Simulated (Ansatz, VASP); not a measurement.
## Two plane-wave programs on H4CO

```xyz
36
Lattice="7.6186 0.0000 0.0000 0.0000 7.6186 0.0000 0.0000 0.0000 7.6186" Properties=species:S:1:pos:R:3 pbc="T T T"
C     4.6414    4.1005    2.3314
C     7.0933    7.1511    0.5365
C     1.3982    2.5170    3.8703
C     3.9368    7.3867    5.3270
C     0.9554    3.0408    0.1678
C     0.5097    6.6510    4.0911
O     4.6342    2.7241    2.7229
O     8.3205    6.4058    0.6350
O     2.0579    1.7702    2.8574
O     3.2369    6.2017    5.6870
O     1.6334    1.7911    0.0718
O     1.5365    6.0057    3.3484
H     3.6016    4.4180    2.2907
H     5.5379    2.3999    2.7562
H     5.1666    4.7172    3.0662
H     5.0922    4.2314    1.3441
H     6.3239    6.5687    1.0516
H     8.9565    6.7853    0.0113
H     7.1914    8.1373    0.9998
H     6.7916    7.2882   -0.5045
H     0.3360    2.2621    3.8257
H     3.0039    2.0030    2.8801
H     1.7653    2.2497    4.8692
H     1.5010    3.5981    3.7169
H     4.1227    7.9531    6.2387
H     2.8485    5.8593    4.8689
H     4.8989    7.1568    4.8497
H     3.3493    8.0048    4.6427
H     0.4643    3.2419   -0.7843
H     1.8932    1.5957    0.9900
H     0.1913    3.0245    0.9567
H     1.6403    3.8666    0.3811
H     0.9435    6.9960    5.0311
H     1.3231    6.1057    2.3996
H     0.1154    7.5191    3.5544
H    -0.3129    5.9602    4.3184
```

Alike in both runs: functional r2SCAN; dispersion D3(BJ); k mesh 1 × 1 × 1; occupations fermi-dirac, width 0.05 eV; no spin polarisation.

Ansatz relaxed the structure, and its values are those at the end. VASP's run is a single point on that final structure, the one shown.

|  | VASP | Ansatz |
| --- | --- | --- |
| version | VASP 6.6.1 | Ansatz 0.2.0 |
| potentials or method | VASP PAW PBE potentials, release 64 (C, O, H), cutoff 520 eV | scalar-relativistic, plane waves, PAW |
| valence electrons in the cell | 84 | 84 |

```csv
,VASP,Ansatz,Ansatz less VASP
rms of the force components (eV/Å),0.058,0.049,-0.0089
```

VASP's potentials were made for PBE, not for r2SCAN. Ansatz's warnings: dispersion damping borrowed.
